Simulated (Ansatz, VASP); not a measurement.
ZnO in VASP and in Ansatz

Contents of POSCAR:

```
ZnO
1.0
    2.6461709623      0.0000000000      0.0000000000
    0.0000000000      2.6461709623      0.0000000000
    0.0000000000      0.0000000000      2.6461709623
Zn O
1 1
Direct
    0.0000000000      0.0000000000      0.0000000000
    0.5000000000      0.5000000000      0.5000000000
```

Contents of INCAR.step1:

```
PREC     = Accurate       # precision mode
ENCUT    = 660            # plane-wave cutoff, eV
ISMEAR   = -1             # smearing method
SIGMA    = 0.001          # smearing width, eV
LREAL    = False          # projectors in reciprocal space
LASPH    = True           # aspherical terms in the spheres
NELM     = 120            # most SCF steps
NBANDS   = 16             # bands
GGA      = PE             # functional
ALGO     = Normal         # electronic algorithm
EDIFF    = 1E-5           # SCF threshold, eV
LWAVE    = True           # write WAVECAR
LCHARG   = False          # write CHGCAR
GGA_COMPAT= False
```

The input INCAR.step2:

```
PREC     = Accurate       # precision mode
ENCUT    = 660            # plane-wave cutoff, eV
EDIFF    = 1E-6           # SCF threshold, eV
ISMEAR   = -1             # smearing method
SIGMA    = 0.001          # smearing width, eV
LREAL    = False          # projectors in reciprocal space
LASPH    = True           # aspherical terms in the spheres
NELM     = 120            # most SCF steps
ALGO     = Normal         # electronic algorithm
ISIF     = 2              # what is computed and relaxed
LWAVE    = False          # write WAVECAR
LCHARG   = False          # write CHGCAR
METAGGA  = R2SCAN         # meta-GGA
LMIXTAU  = True         
NBANDS   = 16             # bands
ISTART   = 1            
GGA_COMPAT= False
```

The input KPOINTS:

```
regular mesh
0
Gamma
  6 6 6
```

Input for Ansatz:

```yaml
crystal:
  lattice:
    - [2.6461709623, 0.0, 0.0]
    - [0.0, 2.6461709623, 0.0]
    - [0.0, 0.0, 2.6461709623]
  atoms:
    - { symbol: Zn, position: [0.0, 0.0, 0.0] }
    - { symbol: O, position: [0.5, 0.5, 0.5] }
kpoints:
  mp_grid: { grid: [6, 6, 6] }
hamiltonian:
  xc: r2scan
scf:
  occupations: { method: fermi_dirac, width: 0.001 }
  n_extra_bands: 4
output:
  forces: true
  stress: true
  eigenvalues: true
```

Alike in both runs: task single point; functional r2SCAN; k mesh 6 × 6 × 6; occupations fermi-dirac, width 0.001 eV; no spin polarisation.

|  | VASP | Ansatz |
| --- | --- | --- |
| version | VASP 6.6.1 | Ansatz 0.2.0 |
| potentials or method | VASP PAW PBE potentials, release 64 (Zn, O) | plane waves |
| plane-wave cutoff (eV) | 660 | 500 |
| valence electrons in the cell | 18 | 18 |

|  | VASP | Ansatz | Ansatz less VASP |
| --- | --- | --- | --- |
| pressure (GPa) | 1.1 | 0.2 | -0.86 |

VASP's potentials were made for PBE, not for r2SCAN. With one functional, cell and mesh, what is left measures potentials, basis and numerics.

The k mesh is coarse, so the values compare programs but aren't converged.
